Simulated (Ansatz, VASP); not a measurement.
Al3BSb2: VASP beside Ansatz

```
CELL_PARAMETERS angstrom
3.48196 0.00000 0.00000
-1.74098 3.01547 0.00000
0.00000 0.00000 10.78315
ATOMIC_POSITIONS crystal
Al 0.33333 0.66667 0.08753
Al 0.66667 0.33333 0.91247
Al 0.00000 0.00000 0.50000
B 0.00000 0.00000 0.00000
Sb 0.66667 0.33333 0.30667
Sb 0.33333 0.66667 0.69333
```

Alike in both runs: functional PBE; k mesh 5 × 5 × 2; occupations gaussian, width 0.2 eV; no spin polarisation.

Ansatz relaxed the structure, and its values are those at the end. VASP's run is a single point on that final structure, the one shown.

```csv
,VASP,Ansatz
version,VASP 6.6.1,Ansatz 0.2.0
potentials or method,"VASP PAW PBE potentials, release 64 (Al, B, Sb), cutoff 520 eV","scalar-relativistic, plane waves, PAW"
valence electrons in the cell,22,42
```

VASP gave:

```
gap on the k mesh at the Fermi level (eV) : none
pressure (GPa)                            : 0.3
rms of the force components (eV/Å)        : 0.014
```

Task: Which values does Ansatz return?

Result: gap on the k mesh at the Fermi level (eV): none; pressure (GPa): 0.3; rms of the force components (eV/Å): 0.013.

A gap of «none» marks a metal or a gap that the smearing closes. The functional is the same, so the differences come from potentials, cutoffs and numerics. VASP's potentials hold 22 valence electrons a cell and Ansatz's 42, so a difference there can come from the potentials and not from the codes.

The k mesh is coarse, so the values compare programs but aren't converged. Spin-orbit coupling is off throughout.
